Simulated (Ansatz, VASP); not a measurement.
# Two plane-wave programs on MgO

```
Mg O
1.0
     0.00000    2.13515    2.13515
     2.13515    0.00000    2.13515
     2.13515    2.13515    0.00000
Mg O
1 1
Direct
  0.99122 0.99122 0.00878
  0.50000 0.50000 0.50000
```

Change from the starting cell: all Mg atoms moved +0.037 Å, as atom 1 towards its neighbour atom 2 (O) at 2.135 Å.

Alike in both runs: task single point; functional LDA; k mesh 6 × 6 × 6; occupations gaussian, width 0.05 eV; no spin polarisation.

|  | VASP | Ansatz |
| --- | --- | --- |
| version | VASP 6.6.1 | Ansatz 0.2.0 |
| potentials or method | VASP PAW LDA potentials, release 64 (Mg, O), cutoff 600 eV | scalar-relativistic, plane waves, PAW |
| valence electrons in the cell | 8 | 16 |

|  | VASP | Ansatz | Ansatz less VASP |
| --- | --- | --- | --- |
| gap on the k mesh at the Fermi level (eV) | 4.27 | 4.26 | -0.001 |
| least direct gap on the mesh (eV) | 4.27 | 4.26 | -0.001 |
| pressure (GPa) | -13.4 | -11.5 | +1.89 |
| traceless stress, the component that is largest in VASP (GPa) | 0.27 | 0.27 | -0.005 |
| rms of the force components (eV/Å) | 0.089 | 0.086 | -0.0025 |

LDA's correlation is that of Perdew and Zunger in VASP and of Perdew and Wang (1992) in Ansatz. Atom by atom the forces differ by 0.003 eV/Å (rms over components). VASP's potentials hold 8 valence electrons a cell and Ansatz's 16, so a difference there can come from the potentials and not from the codes.

The k mesh is coarse, so the values compare programs but aren't converged.
